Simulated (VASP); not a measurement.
A run of VASP 6.6.1:

File INCAR:

```
PREC = Accurate ; ENCUT = 520
EDIFF = 1E-6 ; ISMEAR = -1
SIGMA = 0.05 ; LREAL = False
LASPH = True ; NELM = 80
ALGO = Normal ; ISIF = 2
LWAVE = False ; LCHARG = False
GGA = PE ; NBANDS = 13
```

Contents of KPOINTS:

```
regular mesh
0
Gamma
  14 14 14
```

The input POSCAR:

```
O
1.0
    0.0000000000      2.0906376885      2.0906376885
    2.0906376885      0.0000000000      2.0906376885
    2.0906376885      2.0906376885      0.0000000000
O
2
Direct
   -0.1250000000     -0.1250000000     -0.1250000000
    0.1250000000      0.1250000000      0.1250000000
```

Potentials or basis: VASP PAW PBE potentials, release 64 (O).

Launch:

```console
$ cat potpaw_PBE.64/O/POTCAR > POTCAR
$ mpirun -np 1 vasp_std > vasp.out
```

Hardware: 1 thread of Intel(R) Xeon(R) 6975P-C (Granite Rapids), on a shared host.

Estimate the wall time of this run.

Run time: 11 s on 1 thread of Intel(R) Xeon(R) 6975P-C (Granite Rapids) (shared host), peak memory 0.14 GiB. Counts: scf iterations 11, k points 104.
